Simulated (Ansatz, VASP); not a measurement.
Two plane-wave programs on Y

```xyz
2
Lattice="3.6535 0.0000 0.0000 -1.8268 3.1641 0.0000 0.0000 0.0000 5.6989" Properties=species:S:1:pos:R:3 pbc="T T T"
Y     0.0000    2.1094    1.4247
Y     1.8268    1.0547    4.2741
```

Alike in both runs: task single point; functional PBE; k mesh 10 × 10 × 6; occupations fermi-dirac, width 0.03 eV; no spin polarisation.

|  | VASP | Ansatz |
| --- | --- | --- |
| version | VASP 6.6.1 | Ansatz 0.2.0 |
| potentials or method | VASP PAW PBE potentials, release 64 (Y_sv), cutoff 520 eV | plane waves (420 eV) with PAW, scalar-relativistic |
| valence electrons in the cell | 22 | 22 |

```tsv
	VASP	Ansatz	Ansatz less VASP
pressure (GPa)	-0.3	-0.2	+0.11
traceless stress, the component that is largest in VASP (GPa)	-0.38	-0.38	-0.004
```

The functional is the same, so the differences come from potentials, cutoffs and numerics.
